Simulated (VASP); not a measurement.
Here is a VASP 6.6.1 calculation.

Contents of INCAR:

```
SYSTEM = Al2Au
PREC     = Accurate       ! precision mode
ENCUT    = 520            ! plane-wave cutoff, eV
EDIFF    = 1E-7           ! SCF threshold, eV
ISMEAR   = 0              ! smearing method
SIGMA    = 0.1            ! smearing width, eV
LREAL    = .False.        ! projectors in reciprocal space
LASPH    = .True.         ! aspherical terms in the spheres
NELM     = 80             ! most SCF steps
ALGO     = Normal         ! electronic algorithm
ISIF     = 2              ! what is computed and relaxed
LWAVE    = .False.        ! write WAVECAR
LCHARG   = .False.        ! write CHGCAR
GGA      = PE             ! functional
NBANDS   = 16             ! bands
```

KPOINTS

```
Automatic mesh
0
Gamma
  12 12 12
  0 0 0
```

POSCAR

```
Al2Au
1.0
    0.0000000000      2.9745300000      2.9745300000
    2.9745300000      0.0000000000      2.9745300000
    2.9745300000      2.9745300000      0.0000000000
Al Au
2 1
Direct
    0.2500000000      0.2500000000      0.2500000000
    0.7500000000      0.7500000000      0.7500000000
    0.0000000000      0.0000000000      0.0000000000
```

Potentials or basis: VASP PAW PBE potentials, release 64 (Al, Au).

Run with:

```sh
$ cat potpaw_PBE.64/Al/POTCAR potpaw_PBE.64/Au/POTCAR > POTCAR
$ mpirun -np 1 vasp_std > vasp.out
```

Problem. What does it give for the pressure?

Solution. 6.4 GPa.

Problem. Predict the band gap on the k mesh.

Solution. Zero (an odd number of electrons rules out a gap without spin polarisation).

Caveat: the cell differs from its parent crystal (strained); the cell stands under pressure; spin-orbit coupling is left out, which moves the levels of the heavy elements.
